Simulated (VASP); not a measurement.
Set up this calculation in VASP 6.6.1, as the native input.

```
Task                   : single point
Functional             : PBE
Potentials or basis    : VASP PAW PBE potentials, release 64 (Sn_d, Te)
Cutoff                 : 520 eV
k mesh                 : 13 × 13 × 13
Occupations            : fermi-dirac, width 0.08 eV
Spin                   : no spin polarisation
Dipole correction      : no
Further INCAR settings : ALGO = Normal; EDIFF = 1e-06; NBANDS = 17
```

The structure of SnTe (CsCl type) lies in POSCAR:

```
SnTe
1.0
    3.3459735029      0.0000000000      0.0000000000
    0.0000000000      3.3459735029      0.0000000000
    0.0000000000      0.0000000000      3.3459735029
Sn Te
1 1
Direct
    0.0000000000      0.0000000000      0.0000000000
    0.5000000000      0.5000000000      0.5000000000
```

The input as run:

INCAR

```
PREC = Accurate
ENCUT = 520
EDIFF = 1E-6
ISMEAR = -1
SIGMA = 0.08
LREAL = False
LASPH = True
NELM = 80
ALGO = Normal
ISIF = 2
LWAVE = False
LCHARG = False
GGA = PE
NBANDS = 17
```

KPOINTS

```
regular mesh
0
Gamma
  13 13 13
```

Potentials or basis: VASP PAW PBE potentials, release 64 (Sn_d, Te).

The run is started by

```console
$ cat potpaw_PBE.64/Sn_d/POTCAR potpaw_PBE.64/Te/POTCAR > POTCAR
$ mpirun -np 1 vasp_std > vasp.out
```

It gave:

```
Pressure               : 55.1 GPa
Band gap on the k mesh : zero (bands 10 and 11 overlap by 5.09 eV)
```

Caveat: the cell stands under pressure; spin-orbit coupling is left out, which moves the levels of the heavy elements.

Run time: 20 s on 1 thread of Intel(R) Xeon(R) 6975P-C (Granite Rapids), with other jobs on the host, peak memory 0.19 GiB.
